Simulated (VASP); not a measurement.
Write the native input for VASP 6.6.1 that does the following.

- Task: single point
- Functional: PBE
- Potentials or basis: VASP PAW PBE potentials, release 64 (Mg, S)
- Cutoff: 520 eV
- k mesh: 12 × 12 × 4
- Occupations: fermi-dirac, width 0.02 eV
- Spin: no spin polarisation
- Dipole correction: no
- Further INCAR settings: ALGO = Normal; EDIFF = 1e-07; NBANDS = 16

The structure of MgS lies in POSCAR:

```
MgS
1.0
    4.0487687626      0.0000000000      0.0000000000
   -2.0243843813      3.5063366025      0.0000000000
    0.0000000000      0.0000000000      6.4866647501
Mg S
2 2
Direct
    0.3333333333      0.6666666667     -0.0028727190
    0.6666666667      0.3333333333      0.4971272810
    0.3333333333      0.6666666667      0.3778727190
    0.6666666667      0.3333333333      0.8778727190
```

This cell differs from its parent crystal: strain +0.5%.

The input as run:

INCAR

```
PREC = Accurate ; ENCUT = 520
EDIFF = 1E-7 ; ISMEAR = -1
SIGMA = 0.02 ; LREAL = F
LASPH = T ; NELM = 60
ALGO = Normal ; ISIF = 2
LWAVE = F ; LCHARG = F
GGA = PE ; NBANDS = 16
```

KPOINTS

```
regular mesh
0
Gamma
  12 12 4
```

Potentials or basis: VASP PAW PBE potentials, release 64 (Mg, S).

Launch:

```bash
$ cat potpaw_PBE.64/Mg/POTCAR potpaw_PBE.64/S/POTCAR > POTCAR
$ mpirun -np 1 vasp_std > vasp.out
```

Results of the run:

* Pressure: 0.0 GPa
* Band gap on the k mesh: 3.39 eV, direct

Caveat: the cell differs from its parent crystal (strain +0.5%).

Wall time 65 s on 1 thread of Intel(R) Xeon(R) Platinum 8488C (Sapphire Rapids), with other jobs on the host, peak memory 0.24 GiB.
